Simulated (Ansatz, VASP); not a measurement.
**One calculation of Bi, two programs**

```xyz
1
Lattice="-4.2363 4.2363 1.4495 4.2363 -4.2363 1.4495 4.2363 4.2363 -1.4495" Properties=species:S:1:pos:R:3 pbc="T T T"
Bi    0.0000    0.0000    0.0000
```

Alike in both runs: task single point; functional LDA; k mesh 6 × 6 × 6; no spin polarisation.

|  | VASP | Ansatz |
| --- | --- | --- |
| version | VASP 6.6.1 | Ansatz 0.2.0 |
| potentials or method | VASP PAW LDA potentials, release 64 (Bi_d) | plane waves, PAW |
| plane-wave cutoff (eV) | 520 | 420 |
| occupations | methfessel-paxton of order 1, width 0.1 eV | cold, width 0.1 eV |
| valence electrons in the cell | 15 | 15 |

```csv
,VASP,Ansatz,Ansatz less VASP
pressure (GPa),0.0,0.0,+0.01
"traceless stress, the component that is largest in VASP (GPa)",0.35,0.33,-0.012
```

LDA's correlation is that of Perdew and Zunger in VASP and of Perdew and Wang (1992) in Ansatz.

The k mesh is coarse, so the values compare programs but aren't converged. Spin-orbit coupling is off throughout.
